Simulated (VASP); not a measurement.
Set up this calculation in VASP 6.6.1, as the native input.

* Task: single point
* Functional: PBE
* Potentials or basis: VASP PAW PBE potentials, release 64 (Mg, Si)
* Cutoff: 600 eV
* k mesh: 6 × 6 × 6
* Occupations: gaussian, width 0.01 eV
* Spin: no spin polarisation
* Dipole correction: no
* Further INCAR settings: ALGO = Normal; EDIFF = 1e-06; NBANDS = 11

The structure of Mg2Si lies in POSCAR:

```
Mg2Si
1.0
    0.0000000000      3.1170475821      3.1170475821
    3.1170475821      0.0000000000      3.1170475821
    3.1170475821      3.1170475821      0.0000000000
Mg Si
2 1
Direct
    0.2500000000      0.2500000000      0.2500000000
    0.7500000000      0.7500000000      0.7500000000
    0.0000000000      0.0000000000      0.0000000000
```

One way to write it, as run:

INCAR

```
SYSTEM = Mg2Si
PREC     = Accurate       ! precision mode
ENCUT    = 600            ! plane-wave cutoff, eV
EDIFF    = 1E-6           ! SCF threshold, eV
ISMEAR   = 0              ! smearing method
SIGMA    = 0.01           ! smearing width, eV
LREAL    = .False.        ! projectors in reciprocal space
LASPH    = .True.         ! aspherical terms in the spheres
NELM     = 120            ! most SCF steps
ALGO     = Normal         ! electronic algorithm
ISIF     = 2              ! what is computed and relaxed
LWAVE    = .False.        ! write WAVECAR
LCHARG   = .False.        ! write CHGCAR
GGA      = PE             ! functional
NBANDS   = 11             ! bands
GGA_COMPAT= .False.
```

KPOINTS

```
Automatic mesh
0
Gamma
  6 6 6
  0 0 0
```

Potentials or basis: VASP PAW PBE potentials, release 64 (Mg, Si).

Run with:

```bash
$ cat potpaw_PBE.64/Mg/POTCAR potpaw_PBE.64/Si/POTCAR > POTCAR
$ mpirun -np 1 vasp_std > vasp.out
```

It gave:

```json
{
  "Pressure": "3.7 GPa",
  "Band gap on the k mesh": "0.13 eV (least direct gap 2.15 eV)"
}
```

Caveat: the cell stands under pressure; semilocal functionals underestimate gaps, and a narrow one can read as zero.

Wall time 23 s on 1 thread of Intel Xeon 8259CL (shared host), peak memory 0.21 GiB.
